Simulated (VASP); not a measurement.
The system is Pt.

```
Pt
1.0
     0.00000    1.95904    1.95904
     1.95904    0.00000    1.95904
     1.95904    1.95904    0.00000
Pt
1
Direct
  0.00000 0.00000 0.00000
```

Base run:

| Item | Value |
| --- | --- |
| Program | VASP 6.6.1 |
| Functional | PBEsol |
| Potentials or basis | VASP PAW PBE potentials, release 64 (Pt) |
| Cutoff | 520 eV |
| k mesh | 18 × 18 × 18 |
| Occupations | gaussian, width 0.1 eV |
| Spin | no spin polarisation |

Its results: pressure -0.4 GPa.

Task: The run is repeated on the same cell with these changes: spin from no spin polarisation to non-collinear spin, zero start, spin-orbit coupling; further incar settings from ALGO = Normal; EDIFF = 1e-07; NBANDS = 11 to ALGO = Normal; EDIFF = 1e-07; NBANDS = 21. What comes out?

Result: Pressure 0.4 GPa; net moment 0.00 μB per cell.

Caveats: the PAW data sets were made with another functional, which shifts forces and pressure a little.
